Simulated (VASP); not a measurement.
Write the native input for VASP 6.6.1 that does the following.

- Task: single point
- Functional: LDA
- Potentials or basis: VASP PAW LDA potentials, release 64 (B, N)
- Cutoff: 520 eV
- k mesh: 10 × 10 × 2
- Occupations: gaussian, width 0.05 eV
- Spin: no spin polarisation
- Dipole correction: no
- Further INCAR settings: ALGO = Normal; EDIFF = 1e-06; NBANDS = 36

The structure of BN lies in POSCAR:

```
BN
1.0
   -2.5539396017      0.0000000000      0.0000000000
    1.2769698009     -2.2117765748      0.0000000000
    0.0000000000      0.0000000000     12.6805650000
B N
6 6
Direct
    0.3333333333      0.6666666667      0.3332413333
    0.3333333333      0.6666666667      0.6665746667
    0.3333333333      0.6666666667      0.9999080000
    0.6666666667      0.3333333333      0.1665746667
    0.6666666667      0.3333333333      0.4999080000
    0.6666666667      0.3333333333      0.8332413333
    0.3333333333      0.6666666667      0.2084253333
    0.3333333333      0.6666666667      0.5417586667
    0.3333333333      0.6666666667      0.8750920000
    0.6666666667      0.3333333333      0.0417586667
    0.6666666667      0.3333333333      0.3750920000
    0.6666666667      0.3333333333      0.7084253333
```

These files were run (other wordings do the same):

INCAR

```
SYSTEM = BN
PREC = Accurate
ENCUT = 520
EDIFF = 1E-6
ISMEAR = 0
SIGMA = 0.05
LREAL = .FALSE.
LASPH = .TRUE.
NELM = 80
ALGO = Normal
ISIF = 2
LWAVE = .FALSE.
LCHARG = .FALSE.
NBANDS = 36
```

KPOINTS

```
Automatic mesh
0
G
  10 10 2
  0 0 0
```

Potentials or basis: VASP PAW LDA potentials, release 64 (B, N).

Command:

```bash
$ cat potpaw_LDA.64/B/POTCAR potpaw_LDA.64/N/POTCAR > POTCAR
$ mpirun -np 1 vasp_std > vasp.out
```

Results of the run:

| Item | Value |
| --- | --- |
| Pressure | -12.9 GPa |
| Largest force | 0.021 eV/Å |
| Band gap on the k mesh | 5.16 eV |

Wall time 88 s on 1 thread of AMD EPYC 7R43 64-Core Processor (Zen 3), with other jobs on the host, peak memory 0.15 GiB.
